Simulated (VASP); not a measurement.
Runs of VASP 6.6.1 on ZnO. The structure is that of space group Pm-3m (No. 221), or close to it. The cells are those of the table. 

| task | potentials or basis | cell | k mesh | cutoff (eV) | smearing | second run | gap on the mesh (eV) | pressure (GPa) |
| --- | --- | --- | --- | --- | --- | --- | --- | --- |
| single point | VASP PAW LDA potentials, release 64 (Zn, O) | a = 2.626 Å, 2 atoms | 6 × 6 × 6 | 520 | gaussian 0.05 eV | - | none | -1.6 |
| single point | VASP PAW LDA potentials, release 64 (Zn, O_h) | a = 2.626 Å, 2 atoms | 6 × 6 × 6 | 910 | gaussian 0.05 eV | hard_potentials | none | -2.0 |
| single point | VASP PAW LDA potentials, release 64 (Zn, O) | a = 2.595 Å, 2 atoms | 6 × 6 × 6 | 520 | gaussian 0.05 eV | - | none | (a) |
| single point | VASP PAW LDA potentials, release 64 (Zn, O_h) | a = 2.595 Å, 2 atoms | 6 × 6 × 6 | 910 | gaussian 0.05 eV | hard_potentials | none | 5.6 |

Alike in all rows: level LDA; no spin polarisation.

Task: Estimate the missing entries.

Result: (a) 6.2.

Caveats: all runs use coarse meshes; the cutoff is under 1.25 times the usual one of these potentials, so pressure, stress and relaxed cells hold a basis-set (Pulay) error (some runs).

A gap of «none» marks levels without a gap at the run's occupations.
